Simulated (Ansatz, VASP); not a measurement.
# One calculation of AlCo, two programs

```xyz
2
Lattice="2.9440 0.0000 0.0000 0.0000 2.9440 0.0000 0.0000 0.0000 2.9440" Properties=species:S:1:pos:R:3 pbc="T T T"
Al    0.0000    0.0000    0.0000
Co    1.4720    1.4720    1.4720
```

Alike in both runs: task single point; functional PBE; k mesh 14 × 14 × 14; occupations gaussian, width 0.1 eV; no spin polarisation.

|  | VASP | Ansatz |
| --- | --- | --- |
| version | VASP 6.6.1 | Ansatz 0.2.0 |
| potentials or method | VASP PAW PBE potentials, release 64 (Al, Co), cutoff 520 eV | scalar-relativistic, plane waves, PAW |
| valence electrons in the cell | 12 | 20 |

```tsv
	VASP	Ansatz	Ansatz less VASP
gap on the k mesh at the Fermi level (eV)	none	none	-
pressure (GPa)	-13.9	-13.9	+0.01
```

A gap of «none» marks a metal or a gap that the smearing closes. The functional is the same, so the differences come from potentials, cutoffs and numerics. VASP's potentials hold 12 valence electrons a cell and Ansatz's 20, so a difference there can come from the potentials and not from the codes.
